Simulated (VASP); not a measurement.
A run of VASP 6.6.1 is set up as follows.

The input INCAR:

```
SYSTEM = RbAg2
  PREC = Accurate
  ENCUT = 520
  EDIFF = 1E-6
  ISMEAR = 0
  SIGMA = 0.1
  LREAL = .FALSE.
  LASPH = .TRUE.
  NELM = 100
  ALGO = Fast
  ISIF = 2
  LWAVE = .FALSE.
  LCHARG = .FALSE.
  GGA = PE
  NBANDS = 22
```

Contents of KPOINTS:

```
regular mesh
0
G
  10 10 10
  0 0 0
```

File POSCAR:

```
RbAg2
1.0
    4.8551673320      0.0000000000      0.0000000000
    0.0000000000      4.8551673320      0.0000000000
    0.0000000000      0.0000000000      5.3844725239
Rb Ag
1 2
Direct
    0.5000000000      0.5000000000      0.0000000000
    0.0000000000      0.0000000000      0.7490125491
    0.0000000000      0.0000000000      0.2509874509
```

Potentials or basis: VASP PAW PBE potentials, release 64 (Rb_sv, Ag).

The run is started by

```sh
$ cat potpaw_PBE.64/Rb_sv/POTCAR potpaw_PBE.64/Ag/POTCAR > POTCAR
$ mpirun -np 1 vasp_std > vasp.out
```

Problem. Predict the largest force.

Solution. 0.010 eV/Å.

Problem. Predict the band gap on the k mesh.

Solution. Zero (an odd number of electrons rules out a gap without spin polarisation).

Forces on the atoms (eV/Å):
```
Rb   0.000  0.000  0.000
Ag   0.000  0.000 -0.010
Ag   0.000  0.000  0.010
```
